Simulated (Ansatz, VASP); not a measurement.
## One calculation of AlRu, two programs

INCAR

```
PREC = Accurate
ENCUT = 520
EDIFF = 1E-6
ISMEAR = 0
SIGMA = 0.15
LREAL = F
LASPH = T
NELM = 100
ALGO = Fast
ISIF = 2
LWAVE = F
LCHARG = F
GGA = PS
NBANDS = 16
```

File KPOINTS:

```
Automatic mesh
0
Gamma
  20 20 20
```

POSCAR

```
AlRu
1.0
    2.8871155871      0.0000000000      0.0000000000
    0.0000000000      2.8871155871      0.0000000000
    0.0000000000      0.0000000000      2.9764078218
Al Ru
1 1
Direct
    0.0000000000      0.0000000000      0.0000000000
    0.5000000000      0.5000000000      0.5000000000
```

Input for Ansatz:

```yaml
crystal:
  lattice:
    - [2.8871155871, 0.0, 0.0]
    - [0.0, 2.8871155871, 0.0]
    - [0.0, 0.0, 2.9764078218]
  atoms:
    - { symbol: Al, position: [0.0, 0.0, 0.0] }
    - { symbol: Ru, position: [0.5, 0.5, 0.5] }
basis:
  ecutwfc: 420
kpoints:
  mp_grid: { grid: [20, 20, 20] }
hamiltonian:
  xc: pbesol
scf:
  occupations: { method: gaussian, width: 0.15 }
output:
  forces: true
  stress: true
  eigenvalues: true
  write_density: true
  write_potential: true
  elf: true
  volumetric_format: npy
```

Change from the starting cell: strain -0.030 along x and y, +0.000 along z, atoms carried along.

Alike in both runs: task single point; functional PBEsol; k mesh 20 × 20 × 20; occupations gaussian, width 0.15 eV; no spin polarisation.

|  | VASP | Ansatz |
| --- | --- | --- |
| version | VASP 6.6.1 | Ansatz 0.2.0 |
| potentials or method | VASP PAW PBE potentials, release 64 (Al, Ru_pv), cutoff 520 eV | scalar-relativistic, plane waves, PAW |
| valence electrons in the cell | 17 | 19 |

|  | VASP | Ansatz | Ansatz less VASP |
| --- | --- | --- | --- |
| gap on the k mesh at the Fermi level (eV) | none | none | - |
| pressure (GPa) | 15.4 | 15.4 | -0.05 |
| traceless stress, the component that is largest in VASP (GPa) | -4.24 | -4.21 | +0.026 |

VASP's potentials were made for PBE, not for PBEsol. A gap of «none» marks a metal or a gap that the smearing closes. With one functional, cell and mesh, what is left measures potentials, basis and numerics. VASP's potentials hold 17 valence electrons a cell and Ansatz's 19, so a difference there can come from the potentials and not from the codes.
